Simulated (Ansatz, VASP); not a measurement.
**MgO: VASP beside Ansatz**

File POSCAR:

```
MgO
1.0
    0.0000000000      2.1268086537      2.1268086537
    2.1268086537      0.0000000000      2.1268086537
    2.1268086537      2.1268086537      0.0000000000
Mg O
1 1
Direct
    0.0000000000      0.0000000000      0.0000000000
    0.5000000000      0.5000000000      0.5000000000
```

The input INCAR.step1:

```
PREC = Accurate
ENCUT = 920
ISMEAR = 0
SIGMA = 0.02
LREAL = False
LASPH = True
NELM = 120
NBANDS = 15
GGA = PE
ALGO = Normal
EDIFF = 1E-5
LWAVE = True
LCHARG = False
GGA_COMPAT = False
```

The input INCAR.step2:

```
PREC = Accurate
ENCUT = 920
EDIFF = 1E-6
ISMEAR = 0
SIGMA = 0.02
LREAL = False
LASPH = True
NELM = 120
ALGO = Normal
ISIF = 2
LWAVE = False
LCHARG = True
METAGGA = R2SCAN
LMIXTAU = True
LELF = True
LVHAR = True
NBANDS = 15
ISTART = 1
GGA_COMPAT = False
```

The input KPOINTS:

```
regular mesh
0
Gamma
  10 10 10
```

Input for Ansatz:

```yaml
crystal:
  lattice:
    - [0.0, 2.1268086537, 2.1268086537]
    - [2.1268086537, 0.0, 2.1268086537]
    - [2.1268086537, 2.1268086537, 0.0]
  atoms:
    - { symbol: Mg, position: [0.0, 0.0, 0.0] }
    - { symbol: O, position: [0.5, 0.5, 0.5] }
basis:
  ecutwfc: 500
kpoints:
  mp_grid: { grid: [10, 10, 10] }
  band_path:
    path:
      - [[0.0, 0.0, 0.0], [0.5, 0.0, 0.5], [0.625, 0.25, 0.625]]
      - [[0.375, 0.375, 0.75], [0.0, 0.0, 0.0], [0.5, 0.5, 0.5], [0.5, 0.25, 0.75], [0.5, 0.0, 0.5]]
    npoints: 14
hamiltonian:
  xc: r2scan
scf:
  occupations: { method: gaussian, width: 0.02 }
  n_extra_bands: 6
output:
  forces: true
  stress: true
  eigenvalues: true
  populations: true
  dos: { projected: true, de: 0.02, nscf_kmesh: { grid: [15, 15, 15] } }
  bader: true
  write_density: true
  write_potential: true
  elf: true
  volumetric_format: npy
```

Alike in both runs: task single point; functional r2SCAN; k mesh 10 × 10 × 10; occupations gaussian, width 0.02 eV; no spin polarisation.

|  | VASP | Ansatz |
| --- | --- | --- |
| version | VASP 6.6.1 | Ansatz 0.2.0 |
| potentials or method | VASP PAW PBE potentials, release 64 (Mg_sv, O), cutoff 920 eV | scalar-relativistic, plane waves, PAW |
| valence electrons in the cell | 16 | 16 |

Ansatz gave:

- gap on the k mesh at the Fermi level (eV): 5.34
- least direct gap on the mesh (eV): 5.34
- pressure (GPa): -5.4

**Question.** Estimate VASP's values.

**Answer.** gap on the k mesh at the Fermi level (eV): 5.35; least direct gap on the mesh (eV): 5.35; pressure (GPa): -4.9.

VASP's potentials were made for PBE, not for r2SCAN. With one functional, cell and mesh, what is left measures potentials, basis and numerics.
